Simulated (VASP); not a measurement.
Set up this calculation in VASP 6.6.1, as the native input.

```yaml
Task: single point
Functional: PBE
Potentials_or_basis: VASP PAW PBE potentials, release 64 (Mn_pv, O)
Cutoff: 520 eV
k_mesh: 10 × 10 × 10
Occupations: gaussian, width 0.014 eV
Spin: collinear spin, ferromagnetic start
Starting_moments: "[4.0, 0.0] μB"
Dipole_correction: no
Further_INCAR_settings: ALGO = Normal; EDIFF = 1e-06; NBANDS = 20
```

The structure of MnO lies in POSCAR:

```
MnO
1.0
    0.0000000000      2.2239077028      2.2239077028
    2.2239077028      0.0000000000      2.2239077028
    2.2239077028      2.2239077028      0.0000000000
Mn O
1 1
Direct
    0.0000000000      0.0000000000      0.0000000000
    0.5000000000      0.5000000000      0.5000000000
```

One way to write it, as run:

INCAR

```
  ALGO = Normal
  EDIFF = 1E-6
  ENCUT = 520
  GGA = PE
  ISIF = 2
  ISMEAR = 0
  ISPIN = 2
  LASPH = True
  LCHARG = False
  LMAXMIX = 4
  LORBIT = 11
  LREAL = False
  LWAVE = False
  MAGMOM = 4 0
  NBANDS = 20
  NELM = 150
  PREC = Accurate
  SIGMA = 0.014
```

KPOINTS

```
k-points
0
Gamma
  10 10 10
```

Potentials or basis: VASP PAW PBE potentials, release 64 (Mn_pv, O).

Launch:

```bash
$ cat potpaw_PBE.64/Mn_pv/POTCAR potpaw_PBE.64/O/POTCAR > POTCAR
$ mpirun -np 1 vasp_std > vasp.out
```

It gave:

```json
{"Pressure": "0.4 GPa", "Net moment": "4.80 μB per cell", "Site moments": "Mn +4.36; O +0.21 μB", "Valence electrons inside the program's atomic spheres": "Mn 11.35; O 4.98"}
```

Caveat: a cell with one magnetic atom can't hold antiferromagnetic order, which such compounds often take.

Run time: 24 s on 1 thread of AMD EPYC 9R45 96-Core Processor (Zen 5) (shared host), peak memory 0.13 GiB.
